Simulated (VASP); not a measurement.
Input of a VASP 6.6.1 run:

File POSCAR:

```
ScZn
1.0
    3.2646618800      0.0000000000      0.0000000000
    0.0000000000      3.2646618800      0.0000000000
    0.0000000000      0.0000000000      3.2646618800
Sc Zn
1 1
Direct
    0.0000000000      0.0000000000      0.0000000000
    0.5000000000      0.5000000000      0.5000000000
```

INCAR.step1

```
PREC = Accurate
ENCUT = 520
ISMEAR = -1
SIGMA = 0.1
LREAL = False
LASPH = True
NELM = 80
NBANDS = 18
GGA = PE
ALGO = Normal
EDIFF = 1E-4
LWAVE = True
LCHARG = False
```

INCAR.step2

```
PREC = Accurate
ENCUT = 520
EDIFF = 1E-7
ISMEAR = -1
SIGMA = 0.1
LREAL = False
LASPH = True
NELM = 80
ALGO = Normal
ISIF = 2
LWAVE = False
LCHARG = True
METAGGA = R2SCAN
LMIXTAU = True
LELF = True
LVHAR = True
NBANDS = 18
ISTART = 1
```

The input KPOINTS:

```
regular mesh
0
Gamma
  10 10 10
```

Potentials or basis: VASP PAW PBE potentials, release 64 (Sc_sv, Zn).

Command:

```console
$ cat potpaw_PBE.64/Sc_sv/POTCAR potpaw_PBE.64/Zn/POTCAR > POTCAR
$ cp INCAR.step1 INCAR
$ mpirun -np 1 vasp_std > vasp.out
$ cp INCAR.step2 INCAR
$ mpirun -np 1 vasp_std > vasp.out
```

Question: Estimate the pressure.

Answer: 6.2 GPa.

Caveat: the PAW data sets were made with another functional, which shifts forces and pressure a little.
